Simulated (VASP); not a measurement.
# Fe (Fm-3m) in VASP: density of states with PBE

Aim: the density of states of Fe with PBE.

Everything below comes from runs of VASP 6.6.1. Logs are shortened: lines on timing, memory, paths and dates and some standing lists are left out, and cuts for length are marked.

### 1 The cell of the first run

Symmetry: Fm-3m, No. 225, cubic system. Conventional cell: a = 3.640 Å, b = 3.640 Å, c = 3.640 Å, α = 90.00°, β = 90.00°, γ = 90.00°. Fe (site symmetry m-3m) has 12 Fe at 2.57 Å within 3.4 Å.

### 2 Density of states, PBE, collinear spin, ferromagnetic start

POSCAR reads:

```
Fe
1.0
    0.0000000000      1.8201710229      1.8201710229
    1.8201710229      0.0000000000      1.8201710229
    1.8201710229      1.8201710229      0.0000000000
Fe
1
Direct
    0.0000000000      0.0000000000      0.0000000000
```

INCAR.step1 reads:

```
  PREC = Accurate
  ENCUT = 520
  EDIFF = 1E-6
  ISMEAR = 0
  SIGMA = 0.05
  LREAL = False
  LASPH = True
  NELM = 150
  ALGO = Normal
  ISIF = 2
  LWAVE = False
  LCHARG = True
  ISPIN = 2
  MAGMOM = 2.92
  LMAXMIX = 4
  GGA = PE
  NBANDS = 14
```

KPOINTS.step1 reads:

```
Automatic mesh
0
Gamma
  20 20 20
```

INCAR.step2 reads:

```
  PREC = Accurate
  ENCUT = 520
  EDIFF = 1E-6
  ISMEAR = -5
  SIGMA = 0.05
  LREAL = False
  LASPH = True
  NELM = 150
  ALGO = Normal
  ISIF = 2
  LWAVE = False
  LCHARG = False
  ISPIN = 2
  MAGMOM = 2.92
  LORBIT = 11
  LMAXMIX = 4
  GGA = PE
  NEDOS = 2001
  ICHARG = 11
```

KPOINTS.step2 reads:

```
Automatic mesh
0
Gamma
  30 30 30
```

Potentials or basis: VASP PAW PBE potentials, release 64 (Fe).

Started as:

```bash
$ cat potpaw_PBE.64/Fe/POTCAR > POTCAR
$ cp INCAR.step1 INCAR
$ cp KPOINTS.step1 KPOINTS
$ mpirun -np 1 vasp_std > vasp.out
$ cp INCAR.step2 INCAR
$ cp KPOINTS.step2 KPOINTS
$ mpirun -np 1 vasp_std > vasp.out
```

OUTCAR:

```text
PREC = Accurate
   ENCUT = 520
   EDIFF = 1E-6
   ISMEAR = -5
   LREAL = False
   LASPH = True
   NELM = 150
   ISIF = 2
   ISPIN = 2
   LORBIT = 11
   GGA = PE
   ICHARG = 11

 ion  position               nearest neighbor table
   1  0.000  0.000  0.000-

  LATTYP: Found a face centered cubic cell.
 ALAT       =     3.6403420458

  Lattice vectors:

 A1 = (   0.0000000000,   1.8201710229,   1.8201710229)
 A2 = (   1.8201710229,   0.0000000000,   1.8201710229)
 A3 = (   1.8201710229,   1.8201710229,   0.0000000000)

Analysis of symmetry for initial positions (statically):
[... 5 lines left out ...]
 face centered cubic supercell.

 Subroutine GETGRP returns: Found 48 space group operations
 (whereof 48 operations were pure point group operations)
 out of a pool of 48 trial point group operations.

The static configuration has the point symmetry O_h .

Analysis of symmetry for dynamics (positions and initial velocities):
[... 5 lines left out ...]
 face centered cubic supercell.

 Subroutine GETGRP returns: Found 48 space group operations
 (whereof 48 operations were pure point group operations)
 out of a pool of 48 trial point group operations.

The dynamic configuration has the point symmetry O_h .

Analysis of structural, dynamic, and magnetic symmetry:
=====================================================================
 Subroutine PRICEL returns:
 Original cell was already a primitive cell.

 Routine SETGRP: Setting up the symmetry group for a
 face centered cubic supercell.

 Subroutine GETGRP returns: Found 48 space group operations
 (whereof 48 operations were pure point group operations)
 out of a pool of 48 trial point group operations.

The overall configuration has the point symmetry O_h .

 Subroutine INISYM returns: Found 48 space group operations
 (whereof 48 operations are pure point group operations),
 and found     1 'primitive' translations

----------------------------------------------------------------------------------------

                                     Primitive cell

  volume of cell :      12.0605

  direct lattice vectors                    reciprocal lattice vectors
     0.000000000  1.820171023  1.820171023    -0.274699462  0.274699462  0.274699462
     1.820171023  0.000000000  1.820171023     0.274699462 -0.274699462  0.274699462
     1.820171023  1.820171023  0.000000000     0.274699462  0.274699462 -0.274699462

  length of vectors
     2.574110546  2.574110546  2.574110546     0.475793424  0.475793424  0.475793424

  position of ions in fractional coordinates (direct lattice)
     0.000000000  0.000000000  0.000000000

  ion indices of the primitive-cell ions
   primitive index   ion index
                 1           1

----------------------------------------------------------------------------------------

 KPOINTS: Automatic mesh

Automatic generation of k-mesh.
 Grid dimensions read from file:
 generate k-points for:   30   30   30

 Generating k-lattice:

  Cartesian coordinates                     Fractional coordinates (reciprocal lattice)
    -0.009156649  0.009156649  0.009156649     0.033333333  0.000000000  0.000000000
     0.009156649 -0.009156649  0.009156649     0.000000000  0.033333333  0.000000000
     0.009156649  0.009156649 -0.009156649     0.000000000  0.000000000  0.033333333

  Length of vectors
     0.015859781  0.015859781  0.015859781

  Shift w.r.t. Gamma in fractional coordinates (k-lattice)
     0.000000000  0.000000000  0.000000000

 TETIRR: Found   3593 inequivalent tetrahedra from   162000

 Subroutine IBZKPT returns following result:
 ===========================================

 Found    752 irreducible k-points:

 Following reciprocal coordinates:
            Coordinates               Weight
  0.000000  0.000000  0.000000      1.000000
  0.033333  0.000000  0.000000      8.000000
  0.066667  0.000000  0.000000      8.000000
  0.100000  0.000000  0.000000      8.000000
  0.133333  0.000000  0.000000      8.000000
  0.166667  0.000000  0.000000      8.000000
[... 16 lines left out ...]
  0.233333  0.033333  0.000000     24.000000
  0.266667  0.033333  0.000000     24.000000
 [... further k-points ...]
   k-points           NKPTS =    752   k-points in BZ     NKDIM =    752   number of bands    NBANDS=      9
   number of dos      NEDOS =   2001   number of ions     NIONS =      1
   total plane-waves  NPLWV =   8000
   dimension x,y,z NGX =    20 NGY =   20 NGZ =   20
   dimension x,y,z NGXF=    40 NGYF=   40 NGZF=   40
   ions per type =               1
   NGX,Y,Z   is equivalent  to a cutoff of  12.92, 12.92, 12.92 a.u.
   NGXF,Y,Z  is equivalent  to a cutoff of  25.83, 25.83, 25.83 a.u.
 SYSTEM =  unknown system
   PREC   = accura    normal or accurate (medium, high low for compatibility)
   ISTART =      0    job   : 0-new  1-cont  2-samecut
   ICHARG =     11    charge: 1-file 2-atom 10-const
   ISPIN  =      2    spin polarized calculation?
   LNONCOLLINEAR =      F non collinear calculations
   LSORBIT =      F    spin-orbit coupling
   LASPH  =      T    aspherical Exc in radial PAW
   ENCUT  =  520.0 eV  38.22 Ry    6.18 a.u.   4.79  4.79  4.79*2*pi/ulx,y,z
   NELM   =    150;   NELMIN=  2; NELMDL=  0     # of ELM steps
   EDIFF  = 0.1E-05   stopping-criterion for ELM
   LREAL  =      F    real-space projection
   EDIFFG = 0.1E-04   stopping-criterion for IOM
   NSW    =      0    number of steps for IOM
   IBRION =     -1    ionic relax: 0-MD 1-quasi-New 2-CG
   NFREE  =      0    steps in history (QN), initial steepest desc. (CG)
   ISIF   =      2    stress and relaxation
   ISYM   =      2    0-nonsym 1-usesym 2-fastsym
   POTIM  = 0.5000    time-step for ionic-motion
   TEBEG  =    0.0;   TEEND  =   0.0 temperature during run
   PSTRESS=    0.0 pullay stress
   NELECT =       8.0000    total number of electrons
   NUPDOWN=      -1.0000    fix difference up-down
   EMIN   =  10.00;   EMAX   =-10.00  energy-range for DOS
   EFERMI =   0.00;   METHOD = LEGACY
   ISMEAR =    -5;   SIGMA  =   0.05  broadening in eV -4-tet -1-fermi 0-gaus
   EFERMI_NEDOS =   21; number of points for ismear=-14 and -15
   IALGO  =     38    algorithm
   IMIX   =      4    mixing-type and parameters
     AMIX     =   0.40;   BMIX     =  1.00
     AMIX_MAG =   1.60;   BMIX_MAG =  1.00
  volume/ion in A,a.u.               =      12.06        81.39
  Fermi-wavevector in a.u.,A,eV,Ry     =   1.427741  2.698038 27.734702  2.038443
  Thomas-Fermi vector in A             =   2.547878
   LORBIT       =     11    0 simple, 1 ext, 2 COOP (PROOUT), +10 PAW based schemes
   GGA     = PE    functional components
   LHFCALC =     F    Hartree Fock is set to
   AEXX    =    0.0000 exact exchange contribution
   IVDW    =     0    specifies the selected vdW correction
   LEPSILON=     F    determine dielectric tensor
   LRPA    =     F    only Hartree local field effects (RPA)
 spin polarized calculation
 Fermi weights with tetrahedron method with Bloechl corrections
  energy-cutoff  :      520.00
  volume of cell :       12.06
 maximum number of plane-waves:       334

 number of electron       8.0000007 magnetization       2.6059307

 Free energy of the ion-electron system (eV)
  ---------------------------------------------------
  ext. energy  EPLUGINS =         0.00000000
  ---------------------------------------------------
  free energy    TOTEN  =        -8.08498312 eV

  energy without entropy =       -8.08498312  energy(sigma->0) =       -8.08498312

 E-fermi :   5.4750     XC(G=0): -12.7668

 val. band max:        5.4801334761   @ k =  -0.3333   0.0667   0.0000
 cond. band min:       5.4596307088   @ k =   0.4000   0.3667   0.0333
 fundamental gap:     -0.0205027673
 Fermi energy:         5.4750164968

 spin component 1

 k-point     1 :       0.0000    0.0000    0.0000
  band No.  band energies     occupation
      1      -2.8955      1.00000
      2       3.0141      1.00000
      3       3.0141      1.00000
      4       3.0141      1.00000
      5       3.9812      1.00000
      6       3.9812      1.00000
      7      27.2145      0.00000
      8      31.2213      0.00000
      9      31.2213      0.00000

 k-point     2 :       0.0333    0.0000    0.0000
  band No.  band energies     occupation
      1      -2.8538      1.00000
      2       3.0018      1.00000
      3       3.0250      1.00000
      4       3.0250      1.00000
      5       3.9765      1.00000
      6       3.9765      1.00000
      7      27.1359      0.00000
      8      30.5495      0.00000
      9      31.1317      0.00000
[... 253 lines left out ...]
 k-point    24 :       0.2667    0.0333    0.0000
  band No.  band energies     occupation
      1      -0.7193      1.00000
      2       2.6880      1.00000
      3       3.1490      1.00000
      4       3.1772      1.00000
      5       4.1177      1.00000
      6       4.2598      1.00000
      7      19.1357      0.00000
      8      27.1160      0.00000
      9      28.4176      0.00000

 [... further k-points ...]

 spin component 2

 k-point     1 :       0.0000    0.0000    0.0000
  band No.  band energies     occupation
      1      -2.6530      1.00000
      2       5.3933      1.00000
      3       5.3933      1.00000
      4       5.3933      1.00000
      5       6.9873      0.00000
      6       6.9874      0.00000
      7      26.8343      0.00000
      8      31.6158      0.00000
      9      31.6158      0.00000

 k-point     2 :       0.0333    0.0000    0.0000
  band No.  band energies     occupation
      1      -2.6112      1.00000
      2       5.3754      1.00000
      3       5.4055      1.00000
      4       5.4056      1.00000
      5       6.9808      0.00000
      6       6.9808      0.00000
      7      26.7915      0.00000
      8      30.9473      0.00000
      9      31.5529      0.00000
[... 253 lines left out ...]
 k-point    24 :       0.2667    0.0333    0.0000
  band No.  band energies     occupation
      1      -0.3760      1.00000
      2       4.6953      1.00000
      3       5.6797      0.00000
      4       5.6968      0.00000
      5       6.9436      0.00000
      6       7.1479      0.00000
      7      19.9707      0.00000
      8      26.9303      0.00000
      9      29.1753      0.00000

 [... further k-points ...]
[... 5 lines left out ...]
  --------------------------------------------------------------------------------------
  -------------------------------------------------------------------------------------
  Total       -0.1415332     -0.1415332     -0.1415332     -0.0000000     -0.0000000      0.0000000
  in kB      -18.8019249    -18.8019249    -18.8019249     -0.0000000     -0.0000000      0.0000000
  external PRESSURE =     -18.8019249 kB  Pullay stress =       0.0000000 kB

 VOLUME and BASIS-vectors are now :
 -----------------------------------------------------------------------------
  energy-cutoff  :      520.00
  volume of cell :       12.06
      direct lattice vectors                 reciprocal lattice vectors
     0.000000000  1.820171023  1.820171023    -0.274699462  0.274699462  0.274699462
     1.820171023  0.000000000  1.820171023     0.274699462 -0.274699462  0.274699462
     1.820171023  1.820171023  0.000000000     0.274699462  0.274699462 -0.274699462

 POSITION                                       TOTAL-FORCE (eV/Angst)
 -----------------------------------------------------------------------------------
      0.00000      0.00000      0.00000         0.000000      0.000000      0.000000
 -----------------------------------------------------------------------------------
    total drift:                               -0.000000      0.000000      0.000000

  FREE ENERGIE OF THE ION-ELECTRON SYSTEM (eV)
  ---------------------------------------------------
  free  energy   TOTEN  =        -8.0849831161 eV

  energy  without entropy=       -8.0849831161  energy(sigma->0) =       -8.08498312

 total charge

# of ion       s       p       d       tot
------------------------------------------
    1        0.472   0.498   6.181   7.150

 magnetization (x)

# of ion       s       p       d       tot
------------------------------------------
    1       -0.017  -0.053   2.655   2.585
```

Run time: 2.4 min. Hardware: 1 thread of Intel Xeon Platinum 8259CL at 2.50GHz (Skylake/Cascade Lake), shared host; peak memory 0.25 GiB.

What came out:

* Net moment: 2.61 μB per cell
* Site moments: Fe +2.58 μB
* Valence electrons inside the program's atomic spheres: Fe 7.15

Caveat: tetrahedron occupations give inexact forces and stress in metals.
